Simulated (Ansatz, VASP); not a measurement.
**ZnS in VASP and in Ansatz**

```
Zn S
1.0
     3.76705    0.00000    0.00000
    -1.88353    3.26236    0.00000
     0.00000    0.00000    6.17503
Zn S
2 2
Direct
  0.33333 0.66667 0.00520
  0.66667 0.33333 0.50520
  0.33333 0.66667 0.37980
  0.66667 0.33333 0.87980
```

Alike in both runs: task single point; functional PBE; k mesh 9 × 9 × 6; occupations gaussian, width 0.05 eV; no spin polarisation.

|  | VASP | Ansatz |
| --- | --- | --- |
| version | VASP 6.6.1 | Ansatz 0.2.0 |
| potentials or method | VASP PAW PBE potentials, release 64 (Zn, S), cutoff 520 eV | scalar-relativistic, plane waves, PAW |
| valence electrons in the cell | 36 | 36 |

Ansatz gave:

```
gap on the k mesh at the Fermi level (eV)                     : 2.36
least direct gap on the mesh (eV)                             : 2.36
pressure (GPa)                                                : 4.9
traceless stress, the component that is largest in VASP (GPa) : 0.09
rms of the force components (eV/Å)                            : 0.008
```

**Question.** Which values does VASP return?

**Answer.** gap on the k mesh at the Fermi level (eV): 2.37; least direct gap on the mesh (eV): 2.37; pressure (GPa): 5.1; traceless stress, the component that is largest in VASP (GPa): 0.09; rms of the force components (eV/Å): 0.008.

Atom by atom the forces differ by 0.000 eV/Å (rms over components). With one functional, cell and mesh, what is left measures potentials, basis and numerics.
